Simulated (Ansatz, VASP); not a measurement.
Two plane-wave programs on CdTe

```
Cd Te
1.0
     0.00000    3.10885    3.20500
     3.10885    0.00000    3.20500
     3.10885    3.10885    0.00000
Cd Te
1 1
Direct
  0.00000 0.00000 0.00000
  0.75000 0.75000 0.75000
```

Change from the starting cell: strain -0.030 along x and y, +0.000 along z, atoms carried along.

Alike in both runs: task single point; functional PBE; k mesh 8 × 8 × 8; occupations gaussian, width 0.05 eV; no spin polarisation.

```csv
,VASP,Ansatz
version,VASP 6.6.1,Ansatz 0.2.0
potentials or method,"VASP PAW PBE potentials, release 64 (Cd, Te), cutoff 520 eV","scalar-relativistic, plane waves, PAW"
valence electrons in the cell,18,36
```

|  | VASP | Ansatz | Ansatz less VASP |
| --- | --- | --- | --- |
| gap on the k mesh at the Fermi level (eV) | 1.02 | 1.02 | -0.003 |
| least direct gap on the mesh (eV) | 1.02 | 1.02 | -0.003 |
| pressure (GPa) | 8.2 | 8.0 | -0.20 |
| traceless stress, the component that is largest in VASP (GPa) | -0.22 | -0.22 | -0.002 |

VASP's potentials hold 18 valence electrons a cell and Ansatz's 36, so a difference there can come from the potentials and not from the codes.

Neither program's run includes spin-orbit coupling.
